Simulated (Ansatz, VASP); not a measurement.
**Ge: VASP beside Ansatz**

The input INCAR:

```
SYSTEM = Ge
ALGO = Normal
DIPOL = 0.5 0.5 0.500
EDIFF = 1E-6
ENCUT = 520
GGA = PE
IDIPOL = 3
ISIF = 2
ISMEAR = 0
IVDW = 12
LASPH = .True.
LCHARG = .True.
LDIPOL = .True.
LELF = .True.
LREAL = .False.
LVACPOTAV = .True.
LVHAR = .True.
LWAVE = .False.
NBANDS = 21
NELM = 80
PREC = Accurate
SIGMA = 0.1
```

KPOINTS

```
k-points
0
Gamma
  12 12 1
  0 0 0
```

File POSCAR:

```
Ge
1.0
    4.0300000000      0.0000000000      0.0000000000
   -2.0150000000      3.4900823773      0.0000000000
    0.0000000000      0.0000000000     28.0000000000
Ge
2
Direct
    0.3333333333      0.6666666667      0.5026250000
    0.6666666667      0.3333333333      0.4973750000
```

Input for Ansatz:

```yaml
crystal:
  lattice:
    - [4.03, 0.0, 0.0]
    - [-2.015, 3.4900823773, 0.0]
    - [0.0, 0.0, 28.0]
  atoms:
    - { symbol: Ge, position: [0.3333333333, 0.6666666667, 0.502625] }
    - { symbol: Ge, position: [0.6666666667, 0.3333333333, 0.497375] }
  periodic: [true, true, false]
basis:
  ecutwfc: 420
kpoints:
  mp_grid: { grid: [12, 12, 1] }
hamiltonian:
  xc: pbe
  pseudopotentials: { kind: paw, azcp: { folder: soft_1 } }
  dispersion: d3bj
scf:
  occupations: { method: gaussian, width: 0.1 }
output:
  forces: true
  stress: true
  eigenvalues: true
```

Alike in both runs: task single point; functional PBE; dispersion D3(BJ); k mesh 12 × 12 × 1; occupations gaussian, width 0.1 eV; no spin polarisation.

|  | VASP | Ansatz |
| --- | --- | --- |
| version | VASP 6.6.1 | Ansatz 0.2.0 |
| potentials or method | VASP PAW PBE potentials, release 64 (Ge_d), cutoff 520 eV | scalar-relativistic, plane waves, PAW |
| valence electrons in the cell | 28 | 28 |

```csv
,VASP,Ansatz,Ansatz less VASP
gap on the k mesh at the Fermi level (eV),none,none,-
rms of the force components (eV/Å),0.213,0.216,+0.0030
"work function, face that differs most (eV)",4.42,4.42,-0.001
```

Atom by atom the forces differ by 0.003 eV/Å (rms over components). A gap of «none» marks a metal or a gap that the smearing closes.
